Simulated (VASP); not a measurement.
Here is a VASP 6.6.1 calculation.

Contents of INCAR:

```
PREC = Accurate
ENCUT = 520
EDIFF = 1E-8
ISMEAR = 0
SIGMA = 0.01
LREAL = False
LASPH = True
NELM = 80
ALGO = Normal
ISIF = 2
LWAVE = False
LCHARG = False
GGA = PS
IBRION = 8
NSW = 1
LEPSILON = True
```

File KPOINTS:

```
regular mesh
0
Gamma
  10 10 10
```

POSCAR

```
LiCl
1.0
    0.0000000000      2.2323431310      2.2323431310
    2.2323431310      0.0000000000      2.2323431310
    2.2323431310      2.2323431310      0.0000000000
Li Cl
1 1
Direct
    0.0000000000      0.0000000000      0.0000000000
    0.5000000000      0.5000000000      0.5000000000
```

Potentials or basis: VASP PAW PBE potentials, release 64 (Li_sv, Cl).

The run is started by

```sh
$ cat potpaw_PBE.64/Li_sv/POTCAR potpaw_PBE.64/Cl/POTCAR > POTCAR
$ mpirun -np 1 vasp_std > vasp.out
```

Problem. Predict the electronic dielectric tensor (diagonal).

Solution. 3.76.

Problem. What does it give for the Born charges (mean of the diagonal)?

Solution. Li +1.07; Cl -1.07 e.

Problem. Estimate the highest phonon frequency at Γ, LO-TO splitting left out.

Solution. 476 cm⁻¹.

Electronic dielectric tensor:
```
3.76 0.00 0.00
0.00 3.76 0.00
0.00 0.00 3.76
```

Caveat: the cell wasn't relaxed at this level first, which shifts response properties.
